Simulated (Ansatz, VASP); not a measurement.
## Two plane-wave programs on Rh

```
CELL_PARAMETERS angstrom
2.69407 0.00000 0.00000
-1.34703 2.33313 0.00000
0.00000 0.00000 4.36864
ATOMIC_POSITIONS crystal
Rh 0.33333 0.66667 0.25000
Rh 0.66667 0.33333 0.75000
```

Alike in both runs: task single point; functional r2SCAN; k mesh 11 × 11 × 6; occupations fermi-dirac, width 0.05 eV; no spin polarisation.

```csv
,VASP,Ansatz
version,VASP 6.6.1,Ansatz 0.2.0
potentials or method,"VASP PAW PBE potentials, release 64 (Rh_sv_GW)",Ansatz PAW
plane-wave cutoff (eV),580,500
valence electrons in the cell,34,34
```

```csv
,VASP,Ansatz,Ansatz less VASP
gap on the k mesh at the Fermi level (eV),none,none,-
pressure (GPa),-0.9,0.7,+1.60
"traceless stress, the component that is largest in VASP (GPa)",-0.88,-0.87,+0.011
```

VASP's potentials were made for PBE, not for r2SCAN. A gap of «none» marks a metal or a gap that the smearing closes. The functional is the same, so the differences come from potentials, cutoffs and numerics.
